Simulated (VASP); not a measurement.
A run of VASP 6.6.1:

The input INCAR:

```
PREC     = Accurate       # precision mode
ENCUT    = 520            # plane-wave cutoff, eV
EDIFF    = 1E-7           # SCF threshold, eV
ISMEAR   = 0              # smearing method
SIGMA    = 0.15           # smearing width, eV
LREAL    = F              # projectors in reciprocal space
LASPH    = T              # aspherical terms in the spheres
NELM     = 80             # most SCF steps
ALGO     = Fast           # electronic algorithm
ISIF     = 2              # what is computed and relaxed
LWAVE    = F              # write WAVECAR
LCHARG   = F              # write CHGCAR
GGA      = PS             # functional
NBANDS   = 21             # bands
```

File KPOINTS:

```
regular mesh
0
Gamma
  12 12 12
```

File POSCAR:

```
Sn
1.0
   -2.9099000300      2.9099000300      1.5869856476
    2.9099000300     -2.9099000300      1.5869856476
    2.9099000300      2.9099000300     -1.5869856476
Sn
2
Direct
    0.7500000000      0.2500000000      0.5000000000
    0.0000000000      0.0000000000      0.0000000000
```

Potentials or basis: VASP PAW PBE potentials, release 64 (Sn_d).

Launch:

```sh
$ cat potpaw_PBE.64/Sn_d/POTCAR > POTCAR
$ mpirun -np 1 vasp_std > vasp.out
```

Hardware: 1 thread of AMD EPYC 7R13 Processor (Zen 3), with other jobs on the host.

Estimate the wall time of this run.

Run time: 3.7 min on 1 thread of AMD EPYC 7R13 Processor (Zen 3), on a shared host, peak memory 0.28 GiB. Counts: scf iterations 16, k points 163.
